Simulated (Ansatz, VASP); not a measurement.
## One calculation of KYSe2, two programs

File INCAR:

```
SYSTEM = KYSe2
ALGO = Normal
EDIFF = 1E-6
ENCUT = 520
GGA = PE
ISIF = 2
ISMEAR = 0
LASPH = .TRUE.
LCHARG = .FALSE.
LREAL = .FALSE.
LWAVE = .FALSE.
NBANDS = 24
NELM = 80
PREC = Accurate
SIGMA = 0.01
```

File KPOINTS:

```
k-points
0
G
  6 6 4
  0 0 0
```

The input POSCAR:

```
KYSe2
1.0
    4.2950149377      0.0000000000      0.0000000000
    0.0000000000      4.2950149377      0.0000000000
    0.0000000000      0.0000000000      5.8284338244
K Se Y
1 2 1
Direct
    0.0000000000      0.0000000000      0.0000000000
    0.0000000000      0.0000000000      0.5000000000
    0.5000000000      0.5000000000      0.0000000000
    0.5000000000      0.5000000000      0.5000000000
```

Input for Ansatz:

```yaml
crystal:
  lattice:
    - [4.2950149377, 0.0, 0.0]
    - [0.0, 4.2950149377, 0.0]
    - [0.0, 0.0, 5.8284338244]
  atoms:
    - { symbol: K, position: [0.0, 0.0, 0.0] }
    - { symbol: Se, position: [0.0, 0.0, 0.5] }
    - { symbol: "Y", position: [0.5, 0.5, 0.5] }
    - { symbol: Se, position: [0.5, 0.5, 0.0] }
kpoints:
  mp_grid: { grid: [6, 6, 4] }
hamiltonian:
  xc: pbe
scf:
  occupations: { method: fixed }
  n_extra_bands: 5
output:
  forces: true
  stress: true
  eigenvalues: true
```

Alike in both runs: task single point; functional PBE; k mesh 6 × 6 × 4; no spin polarisation.

|  | VASP | Ansatz |
| --- | --- | --- |
| version | VASP 6.6.1 | Ansatz 0.2.0 |
| potentials or method | VASP PAW PBE potentials, release 64 (K_sv, Se, Y_sv) | plane waves, PAW |
| plane-wave cutoff (eV) | 520 | 420 |
| occupations | gaussian, width 0.01 eV | fixed |
| valence electrons in the cell | 32 | 52 |

Ansatz gave:

```
gap on the k mesh at the Fermi level (eV) : 0.17
pressure (GPa)                            : 1.6
```

Problem. What did VASP give for the same quantities?

Solution. gap on the k mesh at the Fermi level (eV): 0.17; pressure (GPa): 1.7.

VASP's potentials hold 32 valence electrons a cell and Ansatz's 52, so a difference there can come from the potentials and not from the codes.
